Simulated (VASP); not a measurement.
Set up this calculation in VASP 6.6.1, as the native input.

```
Task                   : single point
Functional             : LDA
Potentials or basis    : VASP PAW LDA potentials, release 64 (C)
Cutoff                 : 520 eV
k mesh                 : 12 × 12 × 12
Occupations            : gaussian, width 0.05 eV
Spin                   : no spin polarisation
Dipole correction      : no
Further INCAR settings : ALGO = Normal; EDIFF = 1e-07; NBANDS = 31
```

The structure of C lies in POSCAR:

```
C
1.0
    1.2456453758      0.7191736930      9.9975306651
   -1.2456453758      0.7191736930      9.9975306651
    0.0000000000     -1.4383473861      9.9975306651
C
10
Direct
    0.0248185525      0.0248185525      0.0248185525
    0.9751814475      0.9751814475      0.9751814475
    0.1086956498      0.1086956498      0.1086956498
    0.8913043502      0.8913043502      0.8913043502
    0.1583656632      0.1583656632      0.1583656632
    0.8416343368      0.8416343368      0.8416343368
    0.3748645769      0.3748645769      0.3748645769
    0.6251354231      0.6251354231      0.6251354231
    0.4253218689      0.4253218689      0.4253218689
    0.5746781311      0.5746781311      0.5746781311
```

This cell differs from its parent crystal: strain +0.000 along x and y, -0.025 along z.

The input as run:

INCAR

```
PREC = Accurate
ENCUT = 520
EDIFF = 1E-7
ISMEAR = 0
SIGMA = 0.05
LREAL = False
LASPH = True
NELM = 80
ALGO = Normal
ISIF = 2
LWAVE = False
LCHARG = False
NBANDS = 31
```

KPOINTS

```
Automatic mesh
0
Gamma
  12 12 12
```

Potentials or basis: VASP PAW LDA potentials, release 64 (C).

Command:

```bash
$ cat potpaw_LDA.64/C/POTCAR > POTCAR
$ mpirun -np 1 vasp_std > vasp.out
```

It gave:

```
Pressure               : 14.6 GPa
Largest force          : 0.216 eV/Å
Band gap on the k mesh : 4.34 eV (least direct gap 5.13 eV)
```

Caveat: the cell differs from its parent crystal (strain +0.000 along x and y, -0.025 along z); the cell stands under pressure.

It took 40 min on 1 thread of Intel(R) Xeon(R) 6975P-C (Granite Rapids) (shared host), peak memory 0.74 GiB.
